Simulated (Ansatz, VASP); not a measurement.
One calculation of CdF2, two programs

The input INCAR:

```
PREC = Accurate
ENCUT = 520
EDIFF = 1E-7
ISMEAR = -1
SIGMA = 0.05
LREAL = F
LASPH = T
NELM = 100
ALGO = Normal
ISIF = 2
LWAVE = F
LCHARG = F
GGA = PS
NBANDS = 20
```

KPOINTS

```
Automatic mesh
0
Gamma
  9 9 9
```

POSCAR

```
CdF2
1.0
    0.0000000000      2.6759189183      2.6759189183
    2.6759189183      0.0000000000      2.6759189183
    2.6759189183      2.6759189183      0.0000000000
Cd F
1 2
Direct
    0.0000000000      0.0000000000      0.0000000000
    0.7500000000      0.7500000000      0.7500000000
    0.2500000000      0.2500000000      0.2500000000
```

File input.yaml:

```yaml
crystal:
  lattice:
    - [0.0, 2.6759189183, 2.6759189183]
    - [2.6759189183, 0.0, 2.6759189183]
    - [2.6759189183, 2.6759189183, 0.0]
  atoms:
    - { symbol: Cd, position: [0.0, 0.0, 0.0] }
    - { symbol: F, position: [0.75, 0.75, 0.75] }
    - { symbol: F, position: [0.25, 0.25, 0.25] }
kpoints:
  mp_grid: { grid: [9, 9, 9] }
scf:
  occupations: { method: fermi_dirac, width: 0.05 }
hamiltonian:
  xc: pbesol
  pseudopotentials: { kind: all_electron, lapw: { basis_error: 0.002 } }
output:
  forces: true
  stress: true
  eigenvalues: true
```

Change from the starting cell: volume scaled by 0.98.

Alike in both runs: task single point; functional PBEsol; k mesh 9 × 9 × 9; occupations fermi-dirac, width 0.05 eV; no spin polarisation.

|  | VASP | Ansatz |
| --- | --- | --- |
| version | VASP 6.6.1 | Ansatz 0.2.0 |
| potentials or method | VASP PAW PBE potentials, release 64 (Cd, F), cutoff 520 eV | all-electron LAPW, scalar-relativistic |

|  | VASP | Ansatz | Ansatz less VASP |
| --- | --- | --- | --- |
| gap on the k mesh at the Fermi level (eV) | 3.00 | 3.03 | +0.026 |
| least direct gap on the mesh (eV) | 3.44 | 3.46 | +0.028 |
| pressure (GPa) | 2.9 | 2.0 | -0.87 |

VASP's potentials were made for PBE, not for PBEsol. Ansatz ran all-electron here, and VASP with PAW potentials.
